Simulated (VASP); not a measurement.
# Au (P6_3/mmc) in VASP: further runs

Au is run at these levels: PBE; tasks: relaxation of cell and atoms.

Program: VASP 6.6.1. These are calculated values, not measurements. Logs are shortened: lines on timing, memory, paths and dates and some standing lists are left out, and cuts for length are marked.

**1. The cell of the first run**

Symmetry: P6_3/mmc, No. 194, hexagonal system. The conventional cell has a = 3.213 Å, b = 3.213 Å, c = 8.751 Å, α = 90.00°, β = 90.00°, γ = 120.00°. Au (site symmetry -6m2) has 3 Au at 1.86 Å within 2.5 Å. Within 2.5 Å of Au (site symmetry -6m2) lie 3 Au at 1.86 Å.

This isn't the form of Au at room conditions, which is fcc.

**2. Relaxation of cell and atoms, PBE**

Input file INCAR:

```
PREC = Accurate
ENCUT = 540
EDIFF = 1E-7
ISMEAR = 0
SIGMA = 0.1
LREAL = F
LASPH = T
NELM = 120
ALGO = Normal
ISIF = 3
LWAVE = F
LCHARG = F
GGA = PE
IBRION = 2
NSW = 90
EDIFFG = -0.04
GGA_COMPAT = F
NELMIN = 4
```

Input file KPOINTS:

```
regular mesh
0
Gamma
  6 6 2
```

Input file POSCAR:

```
Au
1.0
    3.2130423376      0.0000000000      0.0000000000
   -1.6065211688      2.7825762878      0.0000000000
    0.0000000000      0.0000000000      8.7509689683
Au
4
Direct
    0.0000000000      0.0000000000      0.2500000000
    0.0000000000      0.0000000000      0.7500000000
    0.3333333333      0.6666666667      0.7500000000
    0.6666666667      0.3333333333      0.2500000000
```

Potentials or basis: VASP PAW PBE potentials, release 64 (Au_sv_GW).

Started as:

```
> cat potpaw_PBE.64/Au_sv_GW/POTCAR > POTCAR
> mpirun -np 1 vasp_std > vasp.out
```

OUTCAR:

```text
PREC = Accurate
   ENCUT = 540
   EDIFF = 1E-7
   ISMEAR = 0
   LREAL = F
   LASPH = T
   NELM = 120
   ISIF = 3
   GGA = PE
   IBRION = 2
   NSW = 90
   EDIFFG = -0.04
   NELMIN = 4

 ion  position               nearest neighbor table
   1  0.000  0.000  0.250-   4 1.86   4 1.86   4 1.86
   2  0.000  0.000  0.750-   3 1.86   3 1.86   3 1.86
   3  0.333  0.667  0.750-   2 1.86   2 1.86   2 1.86
   4  0.667  0.333  0.250-   1 1.86   1 1.86   1 1.86

  LATTYP: Found a hexagonal cell.
 ALAT       =     3.2130423376
 C/A-ratio  =     2.7235772358

  Lattice vectors:

 A1 = (   3.2130423376,   0.0000000000,   0.0000000000)
 A2 = (  -1.6065211688,   2.7825762878,   0.0000000000)
 A3 = (   0.0000000000,   0.0000000000,   8.7509689683)

Analysis of symmetry for initial positions (statically):
=====================================================================
 Subroutine PRICEL returns:
 Original cell was already a primitive cell.

 Routine SETGRP: Setting up the symmetry group for a
 hexagonal supercell.

 Subroutine GETGRP returns: Found 24 space group operations
 (whereof 12 operations were pure point group operations)
 out of a pool of 24 trial point group operations.

The static configuration has the point symmetry D_3d.
 The point group associated with its full space group is D_6h.

Analysis of symmetry for dynamics (positions and initial velocities):
=====================================================================
 Subroutine PRICEL returns:
 Original cell was already a primitive cell.

 Routine SETGRP: Setting up the symmetry group for a
 hexagonal supercell.

 Subroutine GETGRP returns: Found 24 space group operations
 (whereof 12 operations were pure point group operations)
 out of a pool of 24 trial point group operations.

The dynamic configuration has the point symmetry D_3d.
 The point group associated with its full space group is D_6h.

 Subroutine INISYM returns: Found 24 space group operations
 (whereof 12 operations are pure point group operations),
 and found     1 'primitive' translations

----------------------------------------------------------------------------------------

                                     Primitive cell

  volume of cell :      78.2383

  direct lattice vectors                    reciprocal lattice vectors
     3.213042338  0.000000000  0.000000000     0.311231504  0.179689593  0.000000000
    -1.606521169  2.782576288  0.000000000     0.000000000  0.359379186  0.000000000
     0.000000000  0.000000000  8.750968968     0.000000000  0.000000000  0.114273060

  length of vectors
     3.213042338  3.213042338  8.750968968     0.359379186  0.359379186  0.114273060

  position of ions in fractional coordinates (direct lattice)
     0.000000000  0.000000000  0.250000000
     0.000000000  0.000000000  0.750000000
     0.333333333  0.666666667  0.750000000
     0.666666667  0.333333333  0.250000000

  ion indices of the primitive-cell ions
   primitive index   ion index
                 1           1
                 2           2
                 3           3
                 4           4

----------------------------------------------------------------------------------------

 KPOINTS: regular mesh

Automatic generation of k-mesh.
 Grid dimensions read from file:
 generate k-points for:    6    6    2

 Generating k-lattice:

  Cartesian coordinates                     Fractional coordinates (reciprocal lattice)
     0.051871917  0.029948265  0.000000000     0.166666667  0.000000000  0.000000000
     0.000000000  0.059896531  0.000000000     0.000000000  0.166666667  0.000000000
     0.000000000  0.000000000  0.057136530     0.000000000  0.000000000  0.500000000

  Length of vectors
     0.059896531  0.059896531  0.057136530

  Shift w.r.t. Gamma in fractional coordinates (k-lattice)
     0.000000000  0.000000000  0.000000000

 Subroutine IBZKPT returns following result:
 ===========================================

 Found     14 irreducible k-points:

 Following reciprocal coordinates:
            Coordinates               Weight
  0.000000  0.000000  0.000000      1.000000
  0.166667 -0.000000  0.000000      6.000000
  0.333333 -0.000000  0.000000      6.000000
  0.500000  0.000000  0.000000      3.000000
  0.166667  0.166667  0.000000      6.000000
  0.333333  0.166667  0.000000     12.000000
  0.333333  0.333333  0.000000      2.000000
  0.000000  0.000000  0.500000      1.000000
  0.166667 -0.000000  0.500000      6.000000
  0.333333 -0.000000  0.500000      6.000000
  0.500000  0.000000  0.500000      3.000000
  0.166667  0.166667  0.500000      6.000000
  0.333333  0.166667  0.500000     12.000000
  0.333333  0.333333  0.500000      2.000000
   k-points           NKPTS =     14   k-points in BZ     NKDIM =     14   number of bands    NBANDS=     45
   number of dos      NEDOS =    301   number of ions     NIONS =      4
   total plane-waves  NPLWV =  40320
   dimension x,y,z NGX =    24 NGY =   24 NGZ =   70
   dimension x,y,z NGXF=    48 NGYF=   48 NGZF=  140
   ions per type =               4
   NGX,Y,Z   is equivalent  to a cutoff of  12.42, 12.42, 13.30 a.u.
   NGXF,Y,Z  is equivalent  to a cutoff of  24.84, 24.84, 26.60 a.u.
 SYSTEM =  unknown system
   PREC   = accura    normal or accurate (medium, high low for compatibility)
   ISTART =      0    job   : 0-new  1-cont  2-samecut
   ICHARG =      2    charge: 1-file 2-atom 10-const
   ISPIN  =      1    spin polarized calculation?
   LNONCOLLINEAR =      F non collinear calculations
   LSORBIT =      F    spin-orbit coupling
   LASPH  =      T    aspherical Exc in radial PAW
   ENCUT  =  540.0 eV  39.69 Ry    6.30 a.u.   6.09  6.09 16.58*2*pi/ulx,y,z
   NELM   =    120;   NELMIN=  4; NELMDL= -5     # of ELM steps
   EDIFF  = 0.1E-06   stopping-criterion for ELM
   LREAL  =      F    real-space projection
   EDIFFG = -.4E-01   stopping-criterion for IOM
   NSW    =     90    number of steps for IOM
   IBRION =      2    ionic relax: 0-MD 1-quasi-New 2-CG
   NFREE  =      1    steps in history (QN), initial steepest desc. (CG)
   ISIF   =      3    stress and relaxation
   ISYM   =      2    0-nonsym 1-usesym 2-fastsym
   POTIM  = 0.5000    time-step for ionic-motion
   TEBEG  =    0.0;   TEEND  =   0.0 temperature during run
   PSTRESS=    0.0 pullay stress
   NELECT =      76.0000    total number of electrons
   NUPDOWN=      -1.0000    fix difference up-down
   EMIN   =  10.00;   EMAX   =-10.00  energy-range for DOS
   EFERMI =   0.00;   METHOD = LEGACY
   ISMEAR =     0;   SIGMA  =   0.10  broadening in eV -4-tet -1-fermi 0-gaus
   EFERMI_NEDOS =   21; number of points for ismear=-14 and -15
   IALGO  =     38    algorithm
   IMIX   =      4    mixing-type and parameters
     AMIX     =   0.40;   BMIX     =  1.00
     AMIX_MAG =   1.60;   BMIX_MAG =  1.00
  volume/ion in A,a.u.               =      19.56       131.99
  Fermi-wavevector in a.u.,A,eV,Ry     =   1.621335  3.063879 35.766012  2.628728
  Thomas-Fermi vector in A             =   2.715128
   LORBIT       =      0    0 simple, 1 ext, 2 COOP (PROOUT), +10 PAW based schemes
   GGA     = PE    functional components
   LHFCALC =     F    Hartree Fock is set to
   AEXX    =    0.0000 exact exchange contribution
   IVDW    =     0    specifies the selected vdW correction
   LEPSILON=     F    determine dielectric tensor
   LRPA    =     F    only Hartree local field effects (RPA)
 conjugate gradient relaxation of ions
 non-spin polarized calculation
 Gauss-broadening in eV      SIGMA  =   0.10
  energy-cutoff  :      540.00
  volume of cell :       78.24
 maximum number of plane-waves:      2268
   NGX = 13   NGY = 13   NGZ = 33

--------------------------------------- Ionic step        1  -------------------------------------------

 number of electron      76.0000023 magnetization

 Free energy of the ion-electron system (eV)
  ---------------------------------------------------
  ext. energy  EPLUGINS =         0.00000000
  ---------------------------------------------------
  free energy    TOTEN  =        49.83150871 eV

  energy without entropy =       49.84554925  energy(sigma->0) =       49.83852898

------------------------ aborting loop because EDIFF is reached ----------------------------------------

  FORCE on cell =-STRESS in cart. coord.  units (eV):
  Direction    XX          YY          ZZ          XY          YZ          ZX
  --------------------------------------------------------------------------------------
  -------------------------------------------------------------------------------------
  Total      268.7895063    268.7895063     -0.9069726     -0.0000000     -0.0000000      0.0000000
  in kB     5504.3142442   5504.3142442    -18.5731281     -0.0000000     -0.0000000      0.0000000
  external PRESSURE =    3663.3517867 kB  Pullay stress =       0.0000000 kB
[... 2814 lines left out ...]
     44      19.8785      0.00000
     45      20.3509      0.00000

[... ionic steps 4 to 20 ...]

--------------------------------------- Ionic step       21  -------------------------------------------

 number of electron      76.0000056 magnetization

------------------------ aborting loop because EDIFF is reached ----------------------------------------

  FORCE on cell =-STRESS in cart. coord.  units (eV):
  Direction    XX          YY          ZZ          XY          YZ          ZX
  --------------------------------------------------------------------------------------
  -------------------------------------------------------------------------------------
  Total       -0.0136347     -0.0136347      0.2731590      0.0000000      0.0000000     -0.0000000
  in kB       -0.2446105     -0.2446105      4.9005378      0.0000000      0.0000000     -0.0000000
  external PRESSURE =       1.4704390 kB  Pullay stress =       0.0000000 kB
[... 61 lines left out ...]
  energy  without entropy=       -7.4254686791  energy(sigma->0) =       -7.43182370

--------------------------------------- Ionic step       23  -------------------------------------------

 number of electron      76.0000057 magnetization

 Free energy of the ion-electron system (eV)
  ---------------------------------------------------
  ext. energy  EPLUGINS =         0.00000000
  ---------------------------------------------------
  free energy    TOTEN  =        -7.43837286 eV

  energy without entropy =       -7.42545782  energy(sigma->0) =       -7.43191534

 E-fermi :   5.4012     XC(G=0): -11.3370

 val. band max:        5.2292691464   @ k =   0.0000   0.0000   0.0000
 cond. band min:       5.4129618598   @ k =   0.3333   0.1667   0.0000
 fundamental gap:      0.1836927134
 Fermi energy:         5.4012385363

 k-point     1 :       0.0000    0.0000    0.0000
  band No.  band energies     occupation
      1    -100.4052      2.00000
      2    -100.3869      2.00000
      3     -99.6160      2.00000
      4     -99.6157      2.00000
      5     -51.9901      2.00000
      6     -51.7177      2.00000
[... 692 lines left out ...]
  FREE ENERGIE OF THE ION-ELECTRON SYSTEM (eV)
  ---------------------------------------------------
  free  energy   TOTEN  =        -7.4383728573 eV

  energy  without entropy=       -7.4254578209  energy(sigma->0) =       -7.43191534

 reached required accuracy - stopping structural energy minimisation
```

Run time: 23 min. Hardware: 1 thread of AMD EPYC 7R13 (Zen 3), shared host; peak memory 0.19 GiB.

What came out:

- Free energy: -7.4384 eV
- Relaxed volume: 22.36 Å³/atom
- Relaxed cell: a = 4.454 Å, b = 4.454 Å, c = 5.206 Å, α = 90.00°, β = 90.00°, γ = 120.00°
- Space group after relaxing (to 0.1 Å): P6_3/mmc (No. 194)
- Pressure after relaxing: 0.0 GPa
- Band gap on the k mesh: zero (bands 38 and 39 overlap by 2.13 eV)

Final structure:
```cif
data_structure
_symmetry_space_group_name_H-M 'P 1'
_symmetry_Int_Tables_number 1
_cell_length_a 4.4543
_cell_length_b 4.4543
_cell_length_c 5.2062
_cell_angle_alpha 90.000
_cell_angle_beta 90.000
_cell_angle_gamma 120.000
_cell_volume 89.46
loop_
_atom_site_label
_atom_site_type_symbol
_atom_site_fract_x
_atom_site_fract_y
_atom_site_fract_z
_atom_site_occupancy
Au1 Au 0.00000 0.00000 0.25000 1
Au2 Au 0.00000 0.00000 0.75000 1
Au3 Au 0.33333 0.66667 0.75000 1
Au4 Au 0.66667 0.33333 0.25000 1
```

Levels at points of the mesh, in eV from the Fermi level:
```csv
k point,band 36,band 37,band 38,band 39,band 40,band 41
"(0.00, 0.00, 0.00)",-2.34,-1.78,-0.17,1.56,5.50,5.50
"(0.50, 0.00, 0.00)",-1.93,-1.08,-0.96,1.57,1.62,3.45
"(0.00, 0.00, 0.50)",-2.59,-2.59,-2.59,6.70,6.70,6.87
"(0.50, 0.00, 0.50)",-1.99,-1.39,-1.39,-0.44,-0.44,4.16
```

Caveat: the k points lie up to 0.60 Å⁻¹ apart in the final cell, too coarse for converged energies and pressures of a metal; a cell axis changed by over 15 % at a fixed basis, so the end point is rough; spin-orbit coupling is left out, which moves the levels of the heavy elements.

**3. Relaxation of cell and atoms, PBE**

This run uses another cell than the first one, of 18.08 Å³/atom.

Input file INCAR:

```
SYSTEM = Au
PREC     = Accurate       ! precision mode
ENCUT    = 600            ! plane-wave cutoff, eV
EDIFF    = 1E-6           ! SCF threshold, eV
ISMEAR   = 0              ! smearing method
SIGMA    = 0.1            ! smearing width, eV
LREAL    = .False.        ! projectors in reciprocal space
LASPH    = .True.         ! aspherical terms in the spheres
NELM     = 100            ! most SCF steps
ALGO     = Fast           ! electronic algorithm
ISIF     = 3              ! what is computed and relaxed
LWAVE    = .False.        ! write WAVECAR
LCHARG   = .False.        ! write CHGCAR
GGA      = PE             ! functional
IBRION   = 2              ! ionic algorithm
NSW      = 100            ! ionic steps
EDIFFG   = -0.01          ! ionic threshold
```

Input file KPOINTS:

```
Automatic mesh
0
Gamma
  18 18 6
  0 0 0
```

Input file POSCAR:

```
Au
1.0
    2.9735437482      0.0000000000      0.0000000000
   -1.4867718741      2.5751644252      0.0000000000
    0.0000000000      0.0000000000      9.4442780329
Au
4
Direct
    0.0000000000      0.0000000000      0.0000000000
    0.0000000000      0.0000000000      0.5000000000
    0.3333333333      0.6666666667      0.7500000000
    0.6666666667      0.3333333333      0.2500000000
```

Potentials or basis: VASP PAW PBE potentials, release 64 (Au).

Started as:

```
> cat potpaw_PBE.64/Au/POTCAR > POTCAR
> mpirun -np 1 vasp_std > vasp.out
```

OUTCAR:

```text
SYSTEM = Au
   PREC = Accurate
   ENCUT = 600
   EDIFF = 1E-6
   ISMEAR = 0
   LREAL = .False.
   LASPH = .True.
   NELM = 100
   ISIF = 3
   GGA = PE
   IBRION = 2
   NSW = 100
   EDIFFG = -0.01

 ion  position               nearest neighbor table
   1  0.000  0.000  0.000-   3 2.92   4 2.92   3 2.92   4 2.92   4 2.92   3 2.92
   2  0.000  0.000  0.500-   3 2.92   4 2.92   3 2.92   4 2.92   4 2.92   3 2.92
   3  0.333  0.667  0.750-   1 2.92   2 2.92   1 2.92   2 2.92   1 2.92   2 2.92
   4  0.667  0.333  0.250-   1 2.92   2 2.92   1 2.92   2 2.92   1 2.92   2 2.92

  LATTYP: Found a hexagonal cell.
 ALAT       =     2.9735437482
 C/A-ratio  =     3.1761019284

  Lattice vectors:

 A1 = (   2.9735437482,   0.0000000000,   0.0000000000)
 A2 = (  -1.4867718741,   2.5751644252,   0.0000000000)
 A3 = (   0.0000000000,   0.0000000000,   9.4442780329)

[... 417 lines left out ...]
  free energy    TOTEN  =       -12.86968967 eV

  energy without entropy =      -12.86384783  energy(sigma->0) =      -12.86676875

 E-fermi :   8.5617     XC(G=0): -12.4073

 val. band max:        8.5495868585   @ k =   0.4444   0.0556   0.3333
 cond. band min:       8.6270068078   @ k =   0.1667   0.0000   0.3333
 fundamental gap:      0.0774199494
 Fermi energy:         8.5616523848

 k-point     1 :       0.0000    0.0000    0.0000
  band No.  band energies     occupation
      1      -0.6871      2.00000
      2       1.0036      2.00000
      3       1.0121      2.00000
      4       1.7512      2.00000
      5       4.0892      2.00000
      6       4.0986      2.00000
[... 685 lines left out ...]
     25      12.8541      0.00000
     26      13.1732      0.00000

 [... further k-points ...]

------------------------ aborting loop because EDIFF is reached ----------------------------------------

  FORCE on cell =-STRESS in cart. coord.  units (eV):
  Direction    XX          YY          ZZ          XY          YZ          ZX
  --------------------------------------------------------------------------------------
  -------------------------------------------------------------------------------------
  Total        0.0397726      0.0397726      0.0143938      0.0000000      0.0000000      0.0000000
  in kB        0.8874919      0.8874919      0.3211853      0.0000000      0.0000000      0.0000000
  external PRESSURE =       0.6987230 kB  Pullay stress =       0.0000000 kB
[... 19 lines left out ...]
  FREE ENERGIE OF THE ION-ELECTRON SYSTEM (eV)
  ---------------------------------------------------
  free  energy   TOTEN  =       -12.8696896707 eV

  energy  without entropy=      -12.8638478276  energy(sigma->0) =      -12.86676875

 reached required accuracy - stopping structural energy minimisation
```

OSZICAR:

```text
N       E                     dE             d eps       ncg     rms          rms(c)
DAV:   1     0.315327929362E+03    0.31533E+03   -0.25146E+04  7720   0.183E+03
DAV:   2    -0.476382658695E+01   -0.32009E+03   -0.30896E+03  8648   0.369E+02
DAV:   3    -0.137961754979E+02   -0.90323E+01   -0.88991E+01  8574   0.580E+01
[... 60 lines left out ...]
       N       E                     dE             d eps       ncg     rms          rms(c)
DAV:   1    -0.128697718631E+02   -0.88638E-04   -0.42127E-03  7934   0.437E-01    0.463E-02
RMM:   2    -0.128697076957E+02    0.64167E-04   -0.62911E-05  7696   0.536E-02    0.231E-02
RMM:   3    -0.128696901146E+02    0.17581E-04   -0.26910E-05  7705   0.294E-02    0.898E-03
RMM:   4    -0.128696896707E+02    0.44391E-06   -0.56626E-06  5541   0.126E-02
   7 F= -.12869690E+02 E0= -.12866769E+02  d E =-.667075E-02
```

Run time: 15 min. Hardware: 1 thread of Intel Xeon Platinum 8259CL at 2.50GHz (Skylake/Cascade Lake), shared host; peak memory 0.4 GiB.

Results:

```
Free energy                           : -12.8697 eV
Relaxed volume                        : 17.95 Å³/atom
Relaxed cell                          : a = 2.930 Å, b = 2.930 Å, c = 9.659 Å, α = 90.00°, β = 90.00°, γ = 120.00°
Space group after relaxing (to 0.1 Å) : P6_3/mmc (No. 194)
Energy gained by relaxing             : 3.6 meV/atom
Ionic steps                           : 7
Pressure after relaxing               : 0.1 GPa
Band gap on the k mesh                : zero (bands 22 and 23 overlap by 5.02 eV)
```

The path:
| step | energy change (eV) | largest force (eV/Å) | pressure (GPa) | volume (Å³) |
| --- | --- | --- | --- | --- |
| 1 | 0.0000 | 0.0000 | -0.70 | 72.32 |
| 2 | -0.0074 | 0.0000 | 0.80 | 71.49 |
| 3 | -0.0076 | 0.0000 | 1.08 | 71.34 |
| 4 | -0.0124 | 0.0000 | 0.59 | 71.56 |
| 5 | -0.0138 | 0.0000 | -0.11 | 71.92 |
| 6 | -0.0143 | 0.0000 | 0.08 | 71.81 |
| 7 | -0.0143 | 0.0000 | 0.07 | 71.80 |

Final structure:
```cif
data_structure
_symmetry_space_group_name_H-M 'P 1'
_symmetry_Int_Tables_number 1
_cell_length_a 2.9298
_cell_length_b 2.9298
_cell_length_c 9.6585
_cell_angle_alpha 90.000
_cell_angle_beta 90.000
_cell_angle_gamma 120.000
_cell_volume 71.80
loop_
_atom_site_label
_atom_site_type_symbol
_atom_site_fract_x
_atom_site_fract_y
_atom_site_fract_z
_atom_site_occupancy
Au1 Au 0.00000 0.00000 0.00000 1
Au2 Au 0.00000 0.00000 0.50000 1
Au3 Au 0.33333 0.66667 0.75000 1
Au4 Au 0.66667 0.33333 0.25000 1
```

Caveat: spin-orbit coupling is left out, which moves the levels of the heavy elements.

The gap in the log of VASP goes by the Fermi energy; the results here count the filled bands.